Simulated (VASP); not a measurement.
# CsH6 in VASP: notebook, part 2 of 2

VASP 6.6.1.

### 3 Single point, PBE

This run uses another cell than the first one, of 23.45 Å³/atom, 0.914 times its volume.

Input file INCAR:

```
SYSTEM = CsH6
PREC = Accurate
ENCUT = 520
EDIFF = 1E-7
ISMEAR = 0
SIGMA = 0.1
LREAL = .False.
LASPH = .True.
NELM = 100
ALGO = Normal
ISIF = 2
LWAVE = .False.
LCHARG = .False.
GGA = PE
NBANDS = 16
```

Input file KPOINTS:

```
Automatic mesh
0
Gamma
  6 6 4
  0 0 0
```

Input file POSCAR:

```
CsH6
1.0
    5.5730284371      0.0000000000      0.0000000000
   -2.7865142185      4.8263842025      0.0000000000
    0.0000000000      0.0000000000      6.1028998377
Cs H
1 6
Direct
    0.0000000000      0.0000000000      0.5000000000
    0.4999314145      0.4999314145      0.0625314245
    0.0000000000      0.5000685855      0.0625314245
    0.5000685855      0.0000000000      0.0625314245
    0.0000000000      0.4999314145      0.9374685755
    0.4999314145      0.0000000000      0.9374685755
    0.5000685855      0.5000685855      0.9374685755
```

Potentials or basis: VASP PAW PBE potentials, release 64 (Cs_sv, H).

Command:

```bash
cat potpaw_PBE.64/Cs_sv/POTCAR potpaw_PBE.64/H/POTCAR > POTCAR
mpirun -np 1 vasp_std > vasp.out
```

OUTCAR:

```text
SYSTEM = CsH6
   PREC = Accurate
   ENCUT = 520
   EDIFF = 1E-7
   ISMEAR = 0
   LREAL = .False.
   LASPH = .True.
   NELM = 100
   ISIF = 2
   GGA = PE

 ion  position               nearest neighbor table
   1  0.000  0.000  0.500-
   2  0.500  0.500  0.063-   7 0.76
   3  0.000  0.500  0.063-   5 0.76
   4  0.500  0.000  0.063-   6 0.76
   5  0.000  0.500  0.937-   3 0.76
   6  0.500  0.000  0.937-   4 0.76
   7  0.500  0.500  0.937-   2 0.76

  LATTYP: Found a hexagonal cell.
 ALAT       =     5.5730284371
 C/A-ratio  =     1.0950778211

  Lattice vectors:

 A1 = (   5.5730284371,   0.0000000000,   0.0000000000)
 A2 = (  -2.7865142185,   4.8263842025,   0.0000000000)
 A3 = (   0.0000000000,   0.0000000000,   6.1028998377)

Analysis of symmetry for initial positions (statically):
=====================================================================
 Subroutine PRICEL returns:
 Original cell was already a primitive cell.
[... 184 lines left out ...]
 fundamental gap:      0.0985731057
 Fermi energy:         0.4709275656

 k-point     1 :       0.0000    0.0000    0.0000
  band No.  band energies     occupation
      1     -23.7085      2.00000
      2     -10.5614      2.00000
      3     -10.4423      2.00000
      4     -10.4423      2.00000
      5      -8.8086      2.00000
      6      -7.2069      2.00000
[... 433 lines left out ...]
      3     -10.5002      2.00000
      4     -10.5002      2.00000
      5      -8.0724      2.00000
      6      -8.0724      2.00000
[... 8 lines left out ...]
     15       4.5775      0.00000
     16       4.5775      0.00000

------------------------ aborting loop because EDIFF is reached ----------------------------------------

  FORCE on cell =-STRESS in cart. coord.  units (eV):
  Direction    XX          YY          ZZ          XY          YZ          ZX
  --------------------------------------------------------------------------------------
  -------------------------------------------------------------------------------------
  Total       -0.1286277     -0.1286277      0.1347591     -0.0000000     -0.0000000      0.0000000
  in kB       -1.2554392     -1.2554392      1.3152836     -0.0000000     -0.0000000      0.0000000
  external PRESSURE =      -0.3985316 kB  Pullay stress =       0.0000000 kB

 VOLUME and BASIS-vectors are now :
 -----------------------------------------------------------------------------
  energy-cutoff  :      520.00
  volume of cell :      164.15
      direct lattice vectors                 reciprocal lattice vectors
     5.573028437  0.000000000  0.000000000     0.179435654  0.103597223  0.000000000
    -2.786514218  4.826384202  0.000000000     0.000000000  0.207194446  0.000000000
     0.000000000  0.000000000  6.102899838     0.000000000  0.000000000  0.163856532

 POSITION                                       TOTAL-FORCE (eV/Angst)
 -----------------------------------------------------------------------------------
      0.00000      0.00000      3.05145        -0.000000      0.000000     -0.000000
      1.39307      2.41286      0.38162         0.000161      0.000279      0.016219
     -1.39345      2.41352      0.38162         0.000161     -0.000279      0.016219
      2.78690      0.00000      0.38162        -0.000322     -0.000000      0.016219
     -1.39307      2.41286      5.72128        -0.000161      0.000279     -0.016219
      2.78613      0.00000      5.72128         0.000322      0.000000     -0.016219
      1.39345      2.41352      5.72128        -0.000161     -0.000279     -0.016219
 -----------------------------------------------------------------------------------
    total drift:                               -0.000000      0.000000     -0.000000

  FREE ENERGIE OF THE ION-ELECTRON SYSTEM (eV)
  ---------------------------------------------------
  free  energy   TOTEN  =       -21.0372485123 eV

  energy  without entropy=      -21.0311391527  energy(sigma->0) =      -21.03419383
```

OSZICAR:

```text
N       E                     dE             d eps       ncg     rms          rms(c)
DAV:   1     0.661604010498E+02    0.66160E+02   -0.49727E+03   768   0.670E+02
DAV:   2    -0.137053566720E+02   -0.79866E+02   -0.75696E+02  1096   0.125E+02
DAV:   3    -0.226831832761E+02   -0.89778E+01   -0.89541E+01  1008   0.452E+01
DAV:   4    -0.228143436661E+02   -0.13116E+00   -0.13114E+00   944   0.632E+00
DAV:   5    -0.228153439266E+02   -0.10003E-02   -0.10002E-02  1040   0.563E-01    0.738E+00
DAV:   6    -0.215791602660E+02    0.12362E+01   -0.48254E-01   992   0.438E+00    0.408E+00
DAV:   7    -0.210166875099E+02    0.56247E+00   -0.14139E+00  1016   0.567E+00    0.558E-01
DAV:   8    -0.210354266634E+02   -0.18739E-01   -0.10546E-01   840   0.144E+00    0.265E-01
DAV:   9    -0.210373129722E+02   -0.18863E-02   -0.63330E-03   840   0.426E-01    0.144E-01
DAV:  10    -0.210372963307E+02    0.16641E-04   -0.34015E-04   904   0.710E-02    0.801E-02
DAV:  11    -0.210372459603E+02    0.50370E-04   -0.29401E-04   824   0.803E-02    0.269E-02
DAV:  12    -0.210372500675E+02   -0.41072E-05   -0.11890E-05   992   0.177E-02    0.953E-03
DAV:  13    -0.210372485152E+02    0.15523E-05   -0.70204E-06   984   0.104E-02    0.202E-03
DAV:  14    -0.210372485123E+02    0.29677E-08   -0.41634E-07   856   0.255E-03
   1 F= -.21037249E+02 E0= -.21034194E+02  d E =-.610936E-02
```

It took 42 s on 1 thread of AMD EPYC 9R14 (Zen 4), shared host; peak memory 0.26 GiB.

Results:

```
Free energy   : -21.0372 eV
Pressure      : 0.0 GPa
Largest force : 0.016 eV/Å
```

Forces on the atoms (eV/Å):
```
Cs   0.000  0.000  0.000
H    0.000  0.000  0.016
H    0.000  0.000  0.016
H    0.000  0.000  0.016
H    0.000  0.000 -0.016
H    0.000  0.000 -0.016
H    0.000  0.000 -0.016
```

Caveat: spin-orbit coupling is left out, which moves the levels of the heavy elements.

### 4 Single point, PBE

Input file INCAR:

```
SYSTEM = CsH6
PREC = Accurate
ENCUT = 520
EDIFF = 1E-6
ISMEAR = 0
SIGMA = 0.1
LREAL = .FALSE.
LASPH = .TRUE.
NELM = 100
ALGO = Normal
ISIF = 2
LWAVE = .FALSE.
LCHARG = .TRUE.
GGA = PE
LELF = .TRUE.
LVHAR = .TRUE.
NBANDS = 16
```

Input file KPOINTS:

```
regular mesh
0
G
  9 9 6
  0 0 0
```

Input file POSCAR:

```
CsH6
1.0
    5.5889860429      0.0000000000      0.0000000000
   -2.7944930214      4.8402038945      0.0000000000
    0.0000000000      0.0000000000      6.6401121510
Cs H
1 6
Direct
    0.0000000000      0.0000000000      0.5000000000
    0.5000000000      0.5000000000      0.0572598635
    0.0000000000      0.5000000000      0.0572598635
    0.5000000000      0.0000000000      0.0572598635
    0.0000000000      0.5000000000      0.9427401365
    0.5000000000      0.0000000000      0.9427401365
    0.5000000000      0.5000000000      0.9427401365
```

Potentials or basis: VASP PAW PBE potentials, release 64 (Cs_sv, H).

Command:

```bash
cat potpaw_PBE.64/Cs_sv/POTCAR potpaw_PBE.64/H/POTCAR > POTCAR
mpirun -np 1 vasp_std > vasp.out
```

OUTCAR:

```text
SYSTEM = CsH6
   PREC = Accurate
   ENCUT = 520
   EDIFF = 1E-6
   ISMEAR = 0
   LREAL = .FALSE.
   LASPH = .TRUE.
   NELM = 100
   ISIF = 2
   GGA = PE

 ion  position               nearest neighbor table
   1  0.000  0.000  0.500-
   2  0.500  0.500  0.057-   7 0.76
   3  0.000  0.500  0.057-   5 0.76
   4  0.500  0.000  0.057-   6 0.76
   5  0.000  0.500  0.943-   3 0.76
   6  0.500  0.000  0.943-   4 0.76
   7  0.500  0.500  0.943-   2 0.76

[... 665 lines left out ...]
  -------------------------------------------------------------------------------------
  Total       -0.0810314     -0.0810314     -0.0832200     -0.0000000     -0.0000000     -0.0000000
  in kB       -0.7227562     -0.7227562     -0.7422778     -0.0000000     -0.0000000     -0.0000000
  external PRESSURE =      -0.7292634 kB  Pullay stress =       0.0000000 kB

 VOLUME and BASIS-vectors are now :
 -----------------------------------------------------------------------------
  energy-cutoff  :      520.00
  volume of cell :      179.63
      direct lattice vectors                 reciprocal lattice vectors
     5.588986043  0.000000000  0.000000000     0.178923331  0.103301433  0.000000000
    -2.794493021  4.840203895  0.000000000     0.000000000  0.206602867  0.000000000
     0.000000000  0.000000000  6.640112151     0.000000000  0.000000000  0.150599866

 POSITION                                       TOTAL-FORCE (eV/Angst)
 -----------------------------------------------------------------------------------
      0.00000      0.00000      3.32006         0.000000     -0.000000     -0.000000
      1.39725      2.42010      0.38021        -0.000000     -0.000000     -0.003321
     -1.39725      2.42010      0.38021         0.000000      0.000000     -0.003321
      2.79449      0.00000      0.38021        -0.000000      0.000000     -0.003321
     -1.39725      2.42010      6.25990         0.000000      0.000000      0.003321
      2.79449      0.00000      6.25990        -0.000000     -0.000000      0.003321
      1.39725      2.42010      6.25990         0.000000      0.000000      0.003321
 -----------------------------------------------------------------------------------
    total drift:                                0.000000      0.000000      0.000000

  FREE ENERGIE OF THE ION-ELECTRON SYSTEM (eV)
  ---------------------------------------------------
  free  energy   TOTEN  =       -21.0445891293 eV

  energy  without entropy=      -21.0381780817  energy(sigma->0) =      -21.04138361
```

stdout:

```text
POSCAR found type information on POSCAR CsH
 POSCAR found :  2 types and       7 ions
 scaLAPACK will be used
 LDA part: xc-table for (Slater+PW92), standard interpolation
 POSCAR, INCAR and KPOINTS ok, starting setup
 FFT: planning ... GRIDC
 FFT: planning ... GRID_SOFT
 FFT: planning ... GRID
 WAVECAR not read
 entering main loop
```

Run time: 59 s. Hardware: 1 thread of Intel Xeon 6975P-C (Granite Rapids), shared host; peak memory 0.35 GiB.

What came out:

| Quantity | Value |
| --- | --- |
| Free energy | -21.0446 eV |
| Pressure | -0.1 GPa |
| Largest force | 0.003 eV/Å |

Forces on the atoms (eV/Å):
```
Cs   0.000  0.000  0.000
H    0.000  0.000 -0.003
H    0.000  0.000 -0.003
H    0.000  0.000 -0.003
H    0.000  0.000  0.003
H    0.000  0.000  0.003
H    0.000  0.000  0.003
```

Caveat: spin-orbit coupling is left out, which moves the levels of the heavy elements.

### 5 The runs side by side

```tsv
task	cell	k mesh	cutoff (eV)	gap on the mesh (eV)	pressure (GPa)
relaxation of cell and atoms	relaxed from a = 5.589, b = 5.589, c = 6.640 Å, angles 90.0, 90.0, 120.0°, 7 atoms	9 × 9 × 6	600	none	0.0
single point	a = 5.573, b = 5.573, c = 6.103 Å, angles 90.0, 90.0, 120.0°, 7 atoms	6 × 6 × 4	520	none	0.0
single point	a = 5.589, b = 5.589, c = 6.640 Å, angles 90.0, 90.0, 120.0°, 7 atoms	9 × 9 × 6	520	none	-0.1
```

Alike in all rows: level PBE; potentials or basis VASP PAW PBE potentials, release 64 (Cs_sv, H); no spin polarisation; smearing gaussian 0.1 eV.

Caveats: spin-orbit coupling is left out, which moves the levels of the heavy elements.

Total energies depend on the potentials used, so only differences within one code and one set of settings carry meaning.
